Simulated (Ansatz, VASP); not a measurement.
**Pd: VASP beside Ansatz**

```
Pd
1.0
     0.00000    1.95677    1.95677
     1.95677    0.00000    1.95677
     1.95677    1.95677    0.00000
Pd
1
Direct
  0.00000 0.00000 0.00000
```

Alike in both runs: task single point; functional r2SCAN; k mesh 14 × 14 × 14; occupations fermi-dirac, width 0.3 eV; collinear spin.

```csv
,VASP,Ansatz
version,VASP 6.6.1,Ansatz 0.2.0
potentials or method,"VASP PAW PBE potentials, release 64 (Pd), cutoff 520 eV","plane waves (500 eV) with PAW, scalar-relativistic"
valence electrons in the cell,10,18
```

Ansatz gave:

| Item | Value |
| --- | --- |
| pressure (GPa) | 1.1 |
| net moment per atom (μB) | 0.00 |

Which values does VASP return?

Pressure (GPa): 1.7; net moment per atom (μB): 0.00.

VASP's potentials were made for PBE, not for r2SCAN. The functional is the same, so the differences come from potentials, cutoffs and numerics. VASP's potentials hold 10 valence electrons a cell and Ansatz's 18, so a difference there can come from the potentials and not from the codes. Ansatz's warnings: seeded moment not kept, stability check not made.
